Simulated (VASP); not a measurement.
A run of VASP 6.6.1 is set up as follows.

The input INCAR:

```
ALGO     = Normal         # electronic algorithm
EDIFF    = 1E-6           # SCF threshold, eV
ENCUT    = 520            # plane-wave cutoff, eV
GGA      = PE             # functional
ISIF     = 2              # what is computed and relaxed
ISMEAR   = 0              # smearing method
IVDW     = 12             # dispersion correction
LASPH    = True           # aspherical terms in the spheres
LCHARG   = True           # write CHGCAR
LELF     = True           # ELF
LREAL    = False          # projectors in reciprocal space
LVHAR    = True         
LWAVE    = False          # write WAVECAR
NBANDS   = 20             # bands
NELM     = 100            # most SCF steps
PREC     = Accurate       # precision mode
SIGMA    = 0.02           # smearing width, eV
```

KPOINTS

```
k-points
0
Gamma
  12 12 4
```

The input POSCAR:

```
WS2
1.0
    3.1546931935      0.0000000000      0.0000000000
   -1.5773465967      2.7320444467      0.0000000000
    0.0000000000      0.0000000000      6.6553458216
W S
1 2
Direct
    0.0000000000      0.0000000000      0.0000000000
    0.3333333333      0.6666666667      0.2367810221
    0.3333333333      0.6666666667      0.7632189779
```

Potentials or basis: VASP PAW PBE potentials, release 64 (W_sv, S).

Run with:

```sh
$ cat potpaw_PBE.64/W_sv/POTCAR potpaw_PBE.64/S/POTCAR > POTCAR
$ mpirun -np 1 vasp_std > vasp.out
```

Q: What does it give for the pressure?

A: -0.1 GPa.

Q: Predict the largest force.

A: 0.006 eV/Å.

Forces in eV/Å, atoms in the order of the input:
```
W    0.000  0.000  0.000
S    0.000  0.000 -0.006
S    0.000  0.000  0.006
```
